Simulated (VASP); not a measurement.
# CO (C2/m) in VASP: notebook

The runs below take CO through single point, relaxation of cell and atoms, with PBE.

Program: VASP 6.6.1. These are calculated values, not measurements. Logs are shortened: lines on timing, memory, paths and dates and some standing lists are left out, and cuts for length are marked.

### Step 1. The cell of the first run

It takes space group C2/m (No. 12, monoclinic). The conventional cell has a = 5.177 Å, b = 5.172 Å, c = 7.854 Å, α = 90.00°, β = 99.19°, γ = 90.00°. Within 1.5 Å of C (site symmetry m) lie 1 O at 1.14 Å. Within 1.5 Å of O (site symmetry m) lie 1 C at 1.14 Å.

### Step 2. Single point, PBE

File INCAR:

```
ALGO = Normal ; EDIFF = 1E-7
ENCUT = 520 ; GGA = PE
ISIF = 2 ; ISMEAR = 0
LASPH = T ; LCHARG = F
LREAL = F ; LWAVE = F
NBANDS = 18 ; NELM = 100
PREC = Accurate ; SIGMA = 0.1
```

File KPOINTS:

```
k-points
0
Gamma
  6 6 4
```

File POSCAR:

```
CO
1.0
    2.5881486011     -2.5860172397     -0.0449681101
    2.5881486011      2.5860172397     -0.0449681101
   -1.1198690318      0.0000000000      7.7733149923
C O
2 2
Direct
    0.2572832292      0.2572832292      0.1968941282
    0.7427167708      0.7427167708      0.8031058718
    0.8116580456      0.8116580456      0.6729417271
    0.1883419544      0.1883419544      0.3270582729
```

Potentials or basis: VASP PAW PBE potentials, release 64 (C, O).

Command:

```
> cat potpaw_PBE.64/C/POTCAR potpaw_PBE.64/O/POTCAR > POTCAR
> mpirun -np 1 vasp_std > vasp.out
```

OUTCAR:

```text
EDIFF = 1E-7
   ENCUT = 520
   GGA = PE
   ISIF = 2
   ISMEAR = 0
   LASPH = T
   LREAL = F
   NELM = 100
   PREC = Accurate

 ion  position               nearest neighbor table
   1  0.257  0.257  0.197-   4 1.14
   2  0.743  0.743  0.803-   3 1.14
   3  0.812  0.812  0.673-   2 1.14
   4  0.188  0.188  0.327-   1 1.14

  LATTYP: Found a base centered monoclinic cell.
 ALAT       =     5.1770784473
 B/A-ratio  =     0.9990257115
 C/A-ratio  =     1.5169884377
 COS(beta)  =    -0.1597666262

  Lattice vectors:

 A1 = (   2.5881486011,  -2.5860172397,  -0.0449681101)
 A2 = (   2.5881486011,   2.5860172397,  -0.0449681101)
 A3 = (  -1.1198690318,   0.0000000000,   7.7733149923)

Analysis of symmetry for initial positions (statically):
=====================================================================
 Subroutine PRICEL returns:
 Original cell was already a primitive cell.

 Routine SETGRP: Setting up the symmetry group for a
 base centered monoclinic supercell.

 Subroutine GETGRP returns: Found  4 space group operations
 (whereof  4 operations were pure point group operations)
 out of a pool of  4 trial point group operations.

The static configuration has the point symmetry C_2h.

Analysis of symmetry for dynamics (positions and initial velocities):
=====================================================================
 Subroutine PRICEL returns:
 Original cell was already a primitive cell.

 Routine SETGRP: Setting up the symmetry group for a
 base centered monoclinic supercell.

 Subroutine GETGRP returns: Found  4 space group operations
 (whereof  4 operations were pure point group operations)
 out of a pool of  4 trial point group operations.

The dynamic configuration has the point symmetry C_2h.

 Subroutine INISYM returns: Found  4 space group operations
 (whereof  4 operations are pure point group operations),
 and found     1 'primitive' translations

----------------------------------------------------------------------------------------

                                     Primitive cell

  volume of cell :     103.7931

  direct lattice vectors                    reciprocal lattice vectors
     2.588148601 -2.586017240 -0.044968110     0.193673070 -0.193347512  0.027901670
     2.588148601  2.586017240 -0.044968110     0.193673070  0.193347512  0.027901670
    -1.119869032  0.000000000  7.773314992     0.002240772  0.000000000  0.128968062

  length of vectors
     3.658964399  3.658964399  7.853568146     0.275083663  0.275083663  0.128987527

  position of ions in fractional coordinates (direct lattice)
     0.257283229  0.257283229  0.196894128
     0.742716771  0.742716771  0.803105872
     0.811658046  0.811658046  0.672941727
     0.188341954  0.188341954  0.327058273

  ion indices of the primitive-cell ions
   primitive index   ion index
                 1           1
                 2           2
                 3           3
                 4           4

----------------------------------------------------------------------------------------

 KPOINTS: k-points

Automatic generation of k-mesh.
 Grid dimensions read from file:
 generate k-points for:    6    6    4

 Generating k-lattice:

  Cartesian coordinates                     Fractional coordinates (reciprocal lattice)
     0.032278845 -0.032224585  0.004650278     0.166666667 -0.000000000  0.000000000
     0.032278845  0.032224585  0.004650278    -0.000000000  0.166666667  0.000000000
     0.000560193  0.000000000  0.032242016    -0.000000000 -0.000000000  0.250000000

  Length of vectors
     0.045847277  0.045847277  0.032246882

  Shift w.r.t. Gamma in fractional coordinates (k-lattice)
     0.000000000  0.000000000  0.000000000

 Subroutine IBZKPT returns following result:
 ===========================================

 Found     47 irreducible k-points:

 Following reciprocal coordinates:
            Coordinates               Weight
  0.000000  0.000000  0.000000      1.000000
  0.166667  0.000000  0.000000      4.000000
  0.333333  0.000000  0.000000      4.000000
  0.500000 -0.000000  0.000000      2.000000
  0.166667  0.166667  0.000000      2.000000
  0.333333  0.166667  0.000000      4.000000
[... 16 lines left out ...]
 -0.333333  0.166667  0.250000      4.000000
 -0.166667  0.166667  0.250000      4.000000
 [... further k-points ...]
   k-points           NKPTS =     47   k-points in BZ     NKDIM =     47   number of bands    NBANDS=     18
   number of dos      NEDOS =    301   number of ions     NIONS =      4
   total plane-waves  NPLWV =  47040
   dimension x,y,z NGX =    28 NGY =   28 NGZ =   60
   dimension x,y,z NGXF=    56 NGYF=   56 NGZF=  120
   ions per type =               2   2
   NGX,Y,Z   is equivalent  to a cutoff of  12.72, 12.72, 12.70 a.u.
   NGXF,Y,Z  is equivalent  to a cutoff of  25.44, 25.44, 25.40 a.u.
 SYSTEM =  unknown system
   PREC   = accura    normal or accurate (medium, high low for compatibility)
   ISTART =      0    job   : 0-new  1-cont  2-samecut
   ICHARG =      2    charge: 1-file 2-atom 10-const
   ISPIN  =      1    spin polarized calculation?
   LNONCOLLINEAR =      F non collinear calculations
   LSORBIT =      F    spin-orbit coupling
   LASPH  =      T    aspherical Exc in radial PAW
   ENCUT  =  520.0 eV  38.22 Ry    6.18 a.u.   6.80  6.80 14.60*2*pi/ulx,y,z
   NELM   =    100;   NELMIN=  2; NELMDL= -5     # of ELM steps
   EDIFF  = 0.1E-06   stopping-criterion for ELM
   LREAL  =      F    real-space projection
   EDIFFG = 0.1E-05   stopping-criterion for IOM
   NSW    =      0    number of steps for IOM
   IBRION =     -1    ionic relax: 0-MD 1-quasi-New 2-CG
   NFREE  =      0    steps in history (QN), initial steepest desc. (CG)
   ISIF   =      2    stress and relaxation
   ISYM   =      2    0-nonsym 1-usesym 2-fastsym
   POTIM  = 0.5000    time-step for ionic-motion
   TEBEG  =    0.0;   TEEND  =   0.0 temperature during run
   PSTRESS=    0.0 pullay stress
   NELECT =      20.0000    total number of electrons
   NUPDOWN=      -1.0000    fix difference up-down
   EMIN   =  10.00;   EMAX   =-10.00  energy-range for DOS
   EFERMI =   0.00;   METHOD = LEGACY
   ISMEAR =     0;   SIGMA  =   0.10  broadening in eV -4-tet -1-fermi 0-gaus
   EFERMI_NEDOS =   21; number of points for ismear=-14 and -15
   IALGO  =     38    algorithm
   IMIX   =      4    mixing-type and parameters
     AMIX     =   0.40;   BMIX     =  1.00
     AMIX_MAG =   1.60;   BMIX_MAG =  1.00
  volume/ion in A,a.u.               =      25.95       175.11
  Fermi-wavevector in a.u.,A,eV,Ry     =   0.945574  1.786875 12.165098  0.894109
  Thomas-Fermi vector in A             =   2.073488
   LORBIT       =      0    0 simple, 1 ext, 2 COOP (PROOUT), +10 PAW based schemes
   GGA     = PE    functional components
   LHFCALC =     F    Hartree Fock is set to
   AEXX    =    0.0000 exact exchange contribution
   IVDW    =     0    specifies the selected vdW correction
   LEPSILON=     F    determine dielectric tensor
   LRPA    =     F    only Hartree local field effects (RPA)
 non-spin polarized calculation
 Gauss-broadening in eV      SIGMA  =   0.10
  energy-cutoff  :      520.00
  volume of cell :      103.79
 maximum number of plane-waves:      2838
   NGX = 13   NGY = 13   NGZ = 29

 number of electron      19.9999993 magnetization

 Free energy of the ion-electron system (eV)
  ---------------------------------------------------
  ext. energy  EPLUGINS =         0.00000000
  ---------------------------------------------------
  free energy    TOTEN  =       -29.59115779 eV

  energy without entropy =      -29.59115779  energy(sigma->0) =      -29.59115779

 E-fermi :  -5.1851     XC(G=0):  -5.9795

 val. band max:       -5.6697855267   @ k =   0.5000   0.5000   0.0000
 cond. band min:       0.3823933413   @ k =   0.5000   0.0000   0.5000
 fundamental gap:      6.0521788680
 Fermi energy:        -5.1851228635

 k-point     1 :       0.0000    0.0000    0.0000
  band No.  band energies     occupation
      1     -26.3767      2.00000
      2     -26.3621      2.00000
      3     -11.1891      2.00000
      4     -10.9024      2.00000
      5      -8.6715      2.00000
      6      -8.5870      2.00000
[... 10 lines left out ...]
     17       5.5545      0.00000
     18       8.9880      0.00000

 k-point     2 :       0.1667    0.0000    0.0000
  band No.  band energies     occupation
      1     -26.3691      2.00000
      2     -26.3566      2.00000
      3     -11.1685      2.00000
      4     -10.9138      2.00000
      5      -8.7573      2.00000
      6      -8.6940      2.00000
[... 10 lines left out ...]
     17       6.1179      0.00000
     18       8.5885      0.00000

 k-point     3 :       0.3333    0.0000    0.0000
  band No.  band energies     occupation
      1     -26.3535      2.00000
      2     -26.3463      2.00000
      3     -11.1249      2.00000
      4     -10.9447      2.00000
      5      -8.9827      2.00000
      6      -8.9152      2.00000
[... 10 lines left out ...]
     17       6.8779      0.00000
     18       7.4722      0.00000

 k-point     4 :       0.5000   -0.0000    0.0000
  band No.  band energies     occupation
      1     -26.3437      2.00000
      2     -26.3429      2.00000
      3     -11.0999      2.00000
      4     -10.9667      2.00000
      5      -9.0901      2.00000
      6      -9.0079      2.00000
[... 375 lines left out ...]
      4     -10.9732      2.00000
      5      -9.0738      2.00000
      6      -8.9839      2.00000
[... 10 lines left out ...]
     17       6.7057      0.00000
     18       7.7380      0.00000

 k-point    23 :      -0.3333    0.1667    0.2500
  band No.  band energies     occupation
      1     -26.3467      2.00000
      2     -26.3405      2.00000
      3     -11.0929      2.00000
      4     -10.9637      2.00000
      5      -8.9705      2.00000
      6      -8.8947      2.00000
[... 10 lines left out ...]
     17       6.6719      0.00000
     18       7.7442      0.00000

 k-point    24 :      -0.1667    0.1667    0.2500
  band No.  band energies     occupation
      1     -26.3615      2.00000
      2     -26.3514      2.00000
      3     -11.1311      2.00000
      4     -10.9401      2.00000
      5      -8.7484      2.00000
      6      -8.7291      2.00000
[... 10 lines left out ...]
     17       6.5263      0.00000
     18       8.6786      0.00000

 [... further k-points ...]

------------------------ aborting loop because EDIFF is reached ----------------------------------------

  FORCE on cell =-STRESS in cart. coord.  units (eV):
  Direction    XX          YY          ZZ          XY          YZ          ZX
  --------------------------------------------------------------------------------------
  -------------------------------------------------------------------------------------
  Total        0.6269185      0.1979316      1.6512801      0.0000000      0.0000000     -0.9004947
  in kB        9.6772785      3.0553234     25.4895914      0.0000000      0.0000000    -13.9002721
  external PRESSURE =      12.7407311 kB  Pullay stress =       0.0000000 kB

 VOLUME and BASIS-vectors are now :
 -----------------------------------------------------------------------------
  energy-cutoff  :      520.00
  volume of cell :      103.79
      direct lattice vectors                 reciprocal lattice vectors
     2.588148601 -2.586017240 -0.044968110     0.193673070 -0.193347512  0.027901670
     2.588148601  2.586017240 -0.044968110     0.193673070  0.193347512  0.027901670
    -1.119869032  0.000000000  7.773314992     0.002240772  0.000000000  0.128968062

 POSITION                                       TOTAL-FORCE (eV/Angst)
 -----------------------------------------------------------------------------------
      1.11128      0.00000      1.50738         0.423636      0.000000     -0.864366
      2.94515      0.00000      6.17600        -0.423636      0.000000      0.864366
      3.44778      0.00000      5.15799         0.426294      0.000000     -0.861476
      0.60865      0.00000      2.52539        -0.426294      0.000000      0.861476
 -----------------------------------------------------------------------------------
    total drift:                                0.000000      0.000000     -0.000000

  FREE ENERGIE OF THE ION-ELECTRON SYSTEM (eV)
  ---------------------------------------------------
  free  energy   TOTEN  =       -29.5911577941 eV

  energy  without entropy=      -29.5911577941  energy(sigma->0) =      -29.59115779
```

Wall time 85 s (1 thread of Oxide Virtual Turin-like, shared host); peak memory 0.2 GiB.

What came out:

```
Free energy            : -29.5912 eV
Pressure               : 1.3 GPa
Largest force          : 0.963 eV/Å
Band gap on the k mesh : 6.05 eV (least direct gap 6.15 eV)
```

Forces on the atoms (eV/Å):
```
C    0.424  0.000 -0.864
C   -0.424  0.000  0.864
O    0.426  0.000 -0.861
O   -0.426  0.000  0.861
```

Caveat: this functional lacks dispersion, which holds the molecules together, so the pressure and a relaxed volume are unreliable; this functional lacks dispersion, which binds layers or chains, so the pressure and a relaxed spacing across them are unreliable.

(Part 1 of 2 ends here.)
